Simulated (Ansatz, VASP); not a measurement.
# One calculation of Rb2CdSe2O6, two programs

POSCAR

```
Rb2CdSe2O6
1.0
    2.8751508921      1.6599691415      6.5561700000
   -2.8751508921      1.6599691415      6.5561700000
    0.0000000000     -3.3199382831      6.5561700000
Rb Cd Se O
2 1 2 6
Direct
    0.8022830847      0.8022830847      0.8022830847
    0.1977169153      0.1977169153      0.1977169153
    0.0000000000      0.0000000000      0.0000000000
    0.6258833550      0.6258833550      0.6258833550
    0.3741166450      0.3741166450      0.3741166450
    0.7448225630      0.2765569588      0.7448225630
    0.7448225630      0.7448225630      0.2765569588
    0.2765569588      0.7448225630      0.7448225630
    0.2551774370      0.7234430412      0.2551774370
    0.7234430412      0.2551774370      0.2551774370
    0.2551774370      0.2551774370      0.7234430412
```

File INCAR.step1:

```
SYSTEM = Rb2CdSe2O6
ALGO = Normal
EDIFF = 1E-4
ENCUT = 520
GGA = PE
ISMEAR = -1
LASPH = .TRUE.
LCHARG = .FALSE.
LREAL = .FALSE.
LWAVE = .TRUE.
NBANDS = 50
NELM = 60
PREC = Accurate
SIGMA = 0.02
```

File INCAR.step2:

```
SYSTEM = Rb2CdSe2O6
ALGO = Normal
EDIFF = 1E-8
ENCUT = 520
ISIF = 2
ISMEAR = -1
ISTART = 1
LASPH = .TRUE.
LCHARG = .FALSE.
LEFG = .TRUE.
LMIXTAU = .TRUE.
LREAL = .FALSE.
LWAVE = .FALSE.
METAGGA = R2SCAN
NBANDS = 50
NELM = 60
PREC = Accurate
SIGMA = 0.02
```

KPOINTS

```
k-points
0
G
  4 4 4
  0 0 0
```

Input for Ansatz:

```yaml
crystal:
  lattice:
    - [2.8751508921, 1.6599691415, 6.55617]
    - [-2.8751508921, 1.6599691415, 6.55617]
    - [0.0, -3.3199382831, 6.55617]
  atoms:
    - { symbol: Rb, position: [0.8022830847, 0.8022830847, 0.8022830847] }
    - { symbol: Rb, position: [0.1977169153, 0.1977169153, 0.1977169153] }
    - { symbol: Cd, position: [0.0, 0.0, 0.0] }
    - { symbol: Se, position: [0.625883355, 0.625883355, 0.625883355] }
    - { symbol: Se, position: [0.374116645, 0.374116645, 0.374116645] }
    - { symbol: O, position: [0.744822563, 0.2765569588, 0.744822563] }
    - { symbol: O, position: [0.744822563, 0.744822563, 0.2765569588] }
    - { symbol: O, position: [0.2765569588, 0.744822563, 0.744822563] }
    - { symbol: O, position: [0.255177437, 0.7234430412, 0.255177437] }
    - { symbol: O, position: [0.7234430412, 0.255177437, 0.255177437] }
    - { symbol: O, position: [0.255177437, 0.255177437, 0.7234430412] }
kpoints:
  mp_grid: { grid: [4, 4, 4] }
scf:
  occupations: { method: fermi_dirac, width: 0.02 }
hamiltonian:
  xc: r2scan
  pseudopotentials: { kind: paw }
output:
  forces: true
  stress: true
  populations: true
  efg:
    quadrupole_moments_barn: { Rb: 0.1335, O: -0.02558 }
    contact_densities: true
  write_density: true
  write_potential: true
  elf: true
  volumetric_format: npy
```

Alike in both runs: task electric field gradients; functional r2SCAN; k mesh 4 × 4 × 4; occupations fermi-dirac, width 0.02 eV; no spin polarisation.

|  | VASP | Ansatz |
| --- | --- | --- |
| version | VASP 6.6.1 | Ansatz 0.2.0 |
| potentials or method | VASP PAW PBE potentials, release 64 (Rb_sv, Cd, Se, O) | plane-wave PAW, scalar-relativistic |
| plane-wave cutoff (eV) | 520 | 500 |
| valence electrons in the cell | 78 | 106 |

Ansatz gave:

* gap on the k mesh at the Fermi level (eV): 4.48
* pressure (GPa): -1.3
* traceless stress, the component that is largest in VASP (GPa): 0.45
* rms of the force components (eV/Å): 0.311
* size of Vzz on the site where it differs most (V/Å²): 330.2

Q: What did VASP give for the same quantities?

A: gap on the k mesh at the Fermi level (eV): 4.46; pressure (GPa): -0.5; traceless stress, the component that is largest in VASP (GPa): 0.21; rms of the force components (eV/Å): 0.210; size of Vzz on the site where it differs most (V/Å²): 316.7.

VASP's potentials were made for PBE, not for r2SCAN. Atom by atom the forces differ by 0.101 eV/Å (rms over components). VASP's potentials hold 78 valence electrons a cell and Ansatz's 106, so a difference there can come from the potentials and not from the codes.
